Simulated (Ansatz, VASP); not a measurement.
## One calculation of PbS, two programs

File INCAR:

```
PREC = Accurate ; ENCUT = 520
EDIFF = 1E-6 ; ISMEAR = 0
SIGMA = 0.01 ; LREAL = False
LASPH = True ; NELM = 100
ALGO = Normal ; ISIF = 2
LWAVE = False ; LCHARG = False
NBANDS = 17
```

KPOINTS

```
Automatic mesh
0
Gamma
  6 6 6
```

File POSCAR:

```
PbS
1.0
    2.1126617100      1.2197458000      3.4519162500
   -2.1126617100      1.2197458000      3.4519162500
    0.0000000000     -2.4394916100      3.4519162500
Pb S
1 1
Direct
    0.9805657823      0.9805657823      0.9805657782
    0.4750355513      0.4750355513      0.4750355494
```

Input for Ansatz:

```yaml
crystal:
  lattice:
    - [2.11266171, 1.2197458, 3.45191625]
    - [-2.11266171, 1.2197458, 3.45191625]
    - [0.0, -2.43949161, 3.45191625]
  atoms:
    - { symbol: Pb, position: [0.9805657822545326, 0.9805657822545326, 0.9805657782349829] }
    - { symbol: S, position: [0.4750355513136433, 0.4750355513136433, 0.47503554936637055] }
kpoints:
  mp_grid:
    grid: [6, 6, 6]
  band_path:
    path:
      - [-4.4810697841246836e-10, -4.481069232119886e-10, -0.49999999978698834]
      - [-0.0033624059903817408, 0.0033624050941678395, -0.49999999978698834]
      - [0.003362405094167785, -0.003362405990381686, -0.49999999978698834]
      - [-0.001941286181962764, -0.0019412861819627088, -0.4961174283033613]
      - [0.001941285285748807, 0.0019412852857488623, -0.5038825712706154]
      - [-0.005493895791374371, -0.005493895791374315, -0.5054938951302558]
      - [0.005493894895160415, 0.00549389489516047, -0.49450610444372095]
      - [0.00530369082802357, -0.0014211202565259007, -0.5038825712706154]
      - [0.001421119360311999, -0.005303691724237471, -0.4961174283033613]
      - [-0.0014211202565259555, 0.005303690828023625, -0.5038825712706154]
      - [-0.005303691724237527, 0.0014211193603120538, -0.4961174283033613]
      - [0.008856300437435176, 0.0021314893528857066, -0.49450610444372095]
      - [-0.002131490249099608, -0.00885630133364908, -0.5054938951302558]
      - [0.002131489352885652, 0.008856300437435231, -0.49450610444372095]
      - [-0.008856301333649133, -0.0021314902490995533, -0.5054938951302558]
      - [0.0074351806290162, 0.0074351806290162544, -0.4983886759273481]
      - [-0.0035526100575185857, -0.0035526100575185306, -0.5093764666138829]
      - [0.0035526091613046285, 0.0035526091613046836, -0.4906235329600939]
      - [-0.007435181525230156, -0.0074351815252301015, -0.5016113236466287]
    npoints: 1
hamiltonian:
  xc: lda
scf:
  occupations:
    method: fixed
```

Alike in both runs: task single point; functional LDA; k mesh 6 × 6 × 6; no spin polarisation.

```csv
,VASP,Ansatz
version,VASP 6.6.1,Ansatz 0.2.0
potentials or method,"VASP PAW LDA potentials, release 64 (Pb_d, S)","plane waves, PAW"
plane-wave cutoff (eV),520,420
occupations,"gaussian, width 0.01 eV",fixed
valence electrons in the cell,20,20
```

Ansatz gave:

```
gap on the k mesh at the Fermi level (eV) : 0.33
```

**Question.** Which values does VASP return?

**Answer.** gap on the k mesh at the Fermi level (eV): 0.31.

LDA's correlation is that of Perdew and Zunger in VASP and of Perdew and Wang (1992) in Ansatz.

Spin-orbit coupling is off throughout.
